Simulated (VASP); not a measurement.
# SbPt (P6_3/mmc) in VASP: notebook

The runs below take SbPt through single point, relaxation of shape and atoms at fixed volume, with PBEsol.

Everything below comes from runs of VASP 6.6.1. Logs are shortened: lines on timing, memory, paths and dates and some standing lists are left out, and cuts for length are marked.

## Step 1: The cell of the first run

The structure is hexagonal, space group P6_3/mmc (No. 194). The conventional cell has a = 4.296 Å, b = 4.296 Å, c = 5.370 Å, α = 90.00°, β = 90.00°, γ = 120.00°. Sb (site symmetry -6m2) has 6 Pt at 2.82 Å and 6 Sb at 3.66 Å within 3.7 Å. Within 3.5 Å of Pt (site symmetry -3m) lie 2 Pt at 2.69 Å and 6 Sb at 2.82 Å.

## Step 2: Single point, PBEsol (biaxial strain in the a-b plane: +3.0 %)

The input, INCAR:

```
SYSTEM = SbPt
PREC = Accurate
ENCUT = 520
EDIFF = 1E-6
ISMEAR = 0
SIGMA = 0.1
LREAL = .False.
LASPH = .True.
NELM = 100
ALGO = Normal
ISIF = 2
LWAVE = .False.
LCHARG = .True.
GGA = PS
LELF = .True.
LVHAR = .True.
NBANDS = 23
```

The input, KPOINTS:

```
Automatic mesh
0
Gamma
  12 12 10
  0 0 0
```

The input, POSCAR:

```
SbPt
1.0
    4.2959073962      0.0000000000      0.0000000000
   -2.1479536981      3.7203649374      0.0000000000
    0.0000000000      0.0000000000      5.3700540577
Sb Pt
2 2
Direct
    0.3333333333      0.6666666667      0.2500000000
    0.6666666667      0.3333333333      0.7500000000
    0.0000000000      0.0000000000      0.0000000000
    0.0000000000      0.0000000000      0.5000000000
```

Potentials or basis: VASP PAW PBE potentials, release 64 (Sb, Pt).

Run with:

```console
$ cat potpaw_PBE.64/Sb/POTCAR potpaw_PBE.64/Pt/POTCAR > POTCAR
$ mpirun -np 1 vasp_std > vasp.out
```

OUTCAR:

```text
SYSTEM = SbPt
   PREC = Accurate
   ENCUT = 520
   EDIFF = 1E-6
   ISMEAR = 0
   LREAL = .False.
   LASPH = .True.
   NELM = 100
   ISIF = 2
   GGA = PS

 ion  position               nearest neighbor table
   1  0.333  0.667  0.250-   3 2.82   4 2.82   3 2.82   4 2.82   3 2.82   4 2.82   2 3.66   2 3.66
                             2 3.66   2 3.66   2 3.66   2 3.66
   2  0.667  0.333  0.750-   3 2.82   4 2.82   3 2.82   4 2.82   3 2.82   4 2.82   1 3.66   1 3.66
                             1 3.66   1 3.66   1 3.66   1 3.66
   3  0.000  0.000  0.000-   4 2.69   4 2.69   1 2.82   2 2.82   1 2.82   2 2.82   2 2.82   1 2.82

   4  0.000  0.000  0.500-   3 2.69   3 2.69   1 2.82   2 2.82   1 2.82   2 2.82   2 2.82   1 2.82

  LATTYP: Found a hexagonal cell.
 ALAT       =     4.2959073962
 C/A-ratio  =     1.2500395289

  Lattice vectors:

 A1 = (   4.2959073962,   0.0000000000,   0.0000000000)
 A2 = (  -2.1479536981,   3.7203649374,   0.0000000000)
 A3 = (   0.0000000000,   0.0000000000,   5.3700540577)

Analysis of symmetry for initial positions (statically):
=====================================================================
 Subroutine PRICEL returns:
 Original cell was already a primitive cell.

 Routine SETGRP: Setting up the symmetry group for a
 hexagonal supercell.

 Subroutine GETGRP returns: Found 24 space group operations
 (whereof 12 operations were pure point group operations)
 out of a pool of 24 trial point group operations.

The static configuration has the point symmetry D_3d.
 The point group associated with its full space group is D_6h.

Analysis of symmetry for dynamics (positions and initial velocities):
=====================================================================
 Subroutine PRICEL returns:
 Original cell was already a primitive cell.

 Routine SETGRP: Setting up the symmetry group for a
 hexagonal supercell.

 Subroutine GETGRP returns: Found 24 space group operations
 (whereof 12 operations were pure point group operations)
 out of a pool of 24 trial point group operations.

The dynamic configuration has the point symmetry D_3d.
 The point group associated with its full space group is D_6h.

 Subroutine INISYM returns: Found 24 space group operations
 (whereof 12 operations are pure point group operations),
 and found     1 'primitive' translations

----------------------------------------------------------------------------------------

                                     Primitive cell

  volume of cell :      85.8260

  direct lattice vectors                    reciprocal lattice vectors
     4.295907396  0.000000000  0.000000000     0.232779692  0.134395418  0.000000000
    -2.147953698  3.720364937  0.000000000     0.000000000  0.268790836  0.000000000
     0.000000000  0.000000000  5.370054058     0.000000000  0.000000000  0.186217865

  length of vectors
     4.295907396  4.295907396  5.370054058     0.268790836  0.268790836  0.186217865

  position of ions in fractional coordinates (direct lattice)
     0.333333333  0.666666667  0.250000000
     0.666666667  0.333333333  0.750000000
     0.000000000  0.000000000  0.000000000
     0.000000000  0.000000000  0.500000000

  ion indices of the primitive-cell ions
   primitive index   ion index
                 1           1
                 2           2
                 3           3
                 4           4

----------------------------------------------------------------------------------------

 KPOINTS: Automatic mesh

Automatic generation of k-mesh.
 Grid dimensions read from file:
 generate k-points for:   12   12   10

 Generating k-lattice:

  Cartesian coordinates                     Fractional coordinates (reciprocal lattice)
     0.019398308  0.011199618  0.000000000     0.083333333  0.000000000  0.000000000
     0.000000000  0.022399236  0.000000000     0.000000000  0.083333333  0.000000000
     0.000000000  0.000000000  0.018621786     0.000000000  0.000000000  0.100000000

  Length of vectors
     0.022399236  0.022399236  0.018621786

  Shift w.r.t. Gamma in fractional coordinates (k-lattice)
     0.000000000  0.000000000  0.000000000

 Subroutine IBZKPT returns following result:
 ===========================================

 Found    114 irreducible k-points:

 Following reciprocal coordinates:
            Coordinates               Weight
  0.000000  0.000000  0.000000      1.000000
  0.083333  0.000000  0.000000      6.000000
  0.166667  0.000000  0.000000      6.000000
  0.250000  0.000000  0.000000      6.000000
  0.333333  0.000000  0.000000      6.000000
  0.416667  0.000000  0.000000      6.000000
[... 16 lines left out ...]
  0.250000  0.000000  0.100000     12.000000
  0.333333  0.000000  0.100000     12.000000
 [... further k-points ...]
   k-points           NKPTS =    114   k-points in BZ     NKDIM =    114   number of bands    NBANDS=     23
   number of dos      NEDOS =    301   number of ions     NIONS =      4
   total plane-waves  NPLWV =  40960
   dimension x,y,z NGX =    32 NGY =   32 NGZ =   40
   dimension x,y,z NGXF=    64 NGYF=   64 NGZF=   80
   ions per type =               2   2
   NGX,Y,Z   is equivalent  to a cutoff of  12.38, 12.38, 12.38 a.u.
   NGXF,Y,Z  is equivalent  to a cutoff of  24.77, 24.77, 24.77 a.u.
 SYSTEM =  SbPt
   PREC   = accura    normal or accurate (medium, high low for compatibility)
   ISTART =      0    job   : 0-new  1-cont  2-samecut
   ICHARG =      2    charge: 1-file 2-atom 10-const
   ISPIN  =      1    spin polarized calculation?
   LNONCOLLINEAR =      F non collinear calculations
   LSORBIT =      F    spin-orbit coupling
   LASPH  =      T    aspherical Exc in radial PAW
   ENCUT  =  520.0 eV  38.22 Ry    6.18 a.u.   7.99  7.99  9.98*2*pi/ulx,y,z
   NELM   =    100;   NELMIN=  2; NELMDL= -5     # of ELM steps
   EDIFF  = 0.1E-05   stopping-criterion for ELM
   LREAL  =      F    real-space projection
   EDIFFG = 0.1E-04   stopping-criterion for IOM
   NSW    =      0    number of steps for IOM
   IBRION =     -1    ionic relax: 0-MD 1-quasi-New 2-CG
   NFREE  =      0    steps in history (QN), initial steepest desc. (CG)
   ISIF   =      2    stress and relaxation
   ISYM   =      2    0-nonsym 1-usesym 2-fastsym
   POTIM  = 0.5000    time-step for ionic-motion
   TEBEG  =    0.0;   TEEND  =   0.0 temperature during run
   PSTRESS=    0.0 pullay stress
   NELECT =      30.0000    total number of electrons
   NUPDOWN=      -1.0000    fix difference up-down
   EMIN   =  10.00;   EMAX   =-10.00  energy-range for DOS
   EFERMI =   0.00;   METHOD = LEGACY
   ISMEAR =     0;   SIGMA  =   0.10  broadening in eV -4-tet -1-fermi 0-gaus
   EFERMI_NEDOS =   21; number of points for ismear=-14 and -15
   IALGO  =     38    algorithm
   IMIX   =      4    mixing-type and parameters
     AMIX     =   0.40;   BMIX     =  1.00
     AMIX_MAG =   1.60;   BMIX_MAG =  1.00
  volume/ion in A,a.u.               =      21.46       144.80
  Fermi-wavevector in a.u.,A,eV,Ry     =   1.153211  2.179253 18.094337  1.329896
  Thomas-Fermi vector in A             =   2.289857
   LORBIT       =      0    0 simple, 1 ext, 2 COOP (PROOUT), +10 PAW based schemes
   GGA     = PS    functional components
   LHFCALC =     F    Hartree Fock is set to
   AEXX    =    0.0000 exact exchange contribution
   IVDW    =     0    specifies the selected vdW correction
   LEPSILON=     F    determine dielectric tensor
   LRPA    =     F    only Hartree local field effects (RPA)
 non-spin polarized calculation
 Gauss-broadening in eV      SIGMA  =   0.10
  energy-cutoff  :      520.00
  volume of cell :       85.83
 maximum number of plane-waves:      2340
 NGX is ok and might be reduce to    32
   NGX = 15   NGY = 15   NGZ = 19

 number of electron      29.9999997 magnetization

 Free energy of the ion-electron system (eV)
  ---------------------------------------------------
  ext. energy  EPLUGINS =         0.00000000
  ---------------------------------------------------
  free energy    TOTEN  =       -24.63609752 eV

  energy without entropy =      -24.62448767  energy(sigma->0) =      -24.63029259

 E-fermi :   9.0794     XC(G=0): -11.2999

 val. band max:        9.0769470488   @ k =   0.3333   0.0000   0.3000
 cond. band min:       9.0817388038   @ k =   0.1667   0.1667   0.2000
 fundamental gap:      0.0047917550
 Fermi energy:         9.0793808484

 k-point     1 :       0.0000    0.0000    0.0000
  band No.  band energies     occupation
      1      -3.3224      2.00000
      2       0.5231      2.00000
      3       2.7385      2.00000
      4       3.2721      2.00000
      5       3.3942      2.00000
      6       3.3942      2.00000
[... 15 lines left out ...]
     22      14.3159      0.00000
     23      16.8000      0.00000

 k-point     2 :       0.0833    0.0000    0.0000
  band No.  band energies     occupation
      1      -3.2453      2.00000
      2       0.4221      2.00000
      3       2.8314      2.00000
      4       3.2521      2.00000
      5       3.4156      2.00000
      6       3.5618      2.00000
[... 15 lines left out ...]
     22      14.6325      0.00000
     23      15.9197      0.00000

 k-point     3 :       0.1667    0.0000    0.0000
  band No.  band energies     occupation
      1      -3.0175      2.00000
      2       0.1795      2.00000
      3       3.1050      2.00000
      4       3.1752      2.00000
      5       3.4679      2.00000
      6       3.9959      2.00000
[... 15 lines left out ...]
     22      15.1374      0.00000
     23      15.3898      0.00000
[... 495 lines left out ...]
 k-point    23 :       0.2500    0.0000    0.1000
  band No.  band energies     occupation
      1      -2.6034      2.00000
      2      -0.1932      2.00000
      3       3.0503      2.00000
      4       3.4105      2.00000
      5       3.5619      2.00000
      6       4.2419      2.00000
[... 15 lines left out ...]
     22      15.2739      0.00000
     23      16.1611      0.00000

 k-point    24 :       0.3333    0.0000    0.1000
  band No.  band energies     occupation
      1      -2.1306      2.00000
      2      -0.4396      2.00000
      3       2.6098      2.00000
      4       3.5846      2.00000
      5       3.7979      2.00000
      6       4.0117      2.00000
[... 15 lines left out ...]
     22      15.3395      0.00000
     23      16.1507      0.00000

 [... further k-points ...]
[... 5 lines left out ...]
  --------------------------------------------------------------------------------------
  -------------------------------------------------------------------------------------
  Total       -3.6537353     -3.6537353     -0.2487215      0.0000000      0.0000000     -0.0000000
  in kB      -68.2069380    -68.2069380     -4.6430646      0.0000000      0.0000000     -0.0000000
  external PRESSURE =     -47.0189802 kB  Pullay stress =       0.0000000 kB

 VOLUME and BASIS-vectors are now :
 -----------------------------------------------------------------------------
  energy-cutoff  :      520.00
  volume of cell :       85.83
      direct lattice vectors                 reciprocal lattice vectors
     4.295907396  0.000000000  0.000000000     0.232779692  0.134395418  0.000000000
    -2.147953698  3.720364937  0.000000000     0.000000000  0.268790836  0.000000000
     0.000000000  0.000000000  5.370054058     0.000000000  0.000000000  0.186217865

 POSITION                                       TOTAL-FORCE (eV/Angst)
 -----------------------------------------------------------------------------------
     -0.00000      2.48024      1.34251         0.000000      0.000000      0.000000
      2.14795      1.24012      4.02754        -0.000000     -0.000000      0.000000
      0.00000      0.00000      0.00000         0.000000      0.000000      0.000000
      0.00000      0.00000      2.68503         0.000000      0.000000      0.000000
 -----------------------------------------------------------------------------------
    total drift:                               -0.000000      0.000000      0.000000

  FREE ENERGIE OF THE ION-ELECTRON SYSTEM (eV)
  ---------------------------------------------------
  free  energy   TOTEN  =       -24.6360975156 eV

  energy  without entropy=      -24.6244876659  energy(sigma->0) =      -24.63029259
```

It took 2.2 min on 1 thread of AMD EPYC 9R45 (Zen 5), shared host; peak memory 0.31 GiB.

Results:

```yaml
Free_energy: -24.6361 eV
Pressure: -4.7 GPa
Band_gap_on_the_k_mesh: zero (bands 15 and 16 overlap by 3.79 eV)
```

Levels at points of the mesh, in eV from the Fermi level:
| k point | band 13 | band 14 | band 15 | band 16 | band 17 | band 18 |
| --- | --- | --- | --- | --- | --- | --- |
| (0.00, 0.00, 0.00) | -0.21 | -0.21 | 1.21 | 2.17 | 2.38 | 2.87 |
| (0.50, 0.00, 0.00) | -2.46 | -1.77 | -1.65 | -0.91 | 2.23 | 4.00 |
| (0.00, 0.00, 0.50) | -1.21 | -1.21 | 2.17 | 2.17 | 2.17 | 2.17 |
| (0.50, 0.00, 0.50) | -2.80 | -2.80 | 0.34 | 0.34 | 1.43 | 1.43 |

Caveat: the cell differs from its parent crystal (biaxial strain in the a-b plane: +3.0 %); the stress differs along the axes, from -7 to -0 GPa; the PAW data sets were made with another functional, which shifts forces and pressure a little; spin-orbit coupling is left out, which moves the levels of the heavy elements.

(Part 1 of 4 ends here.)

The gap in the log of VASP goes by the Fermi energy; the results here count the filled bands.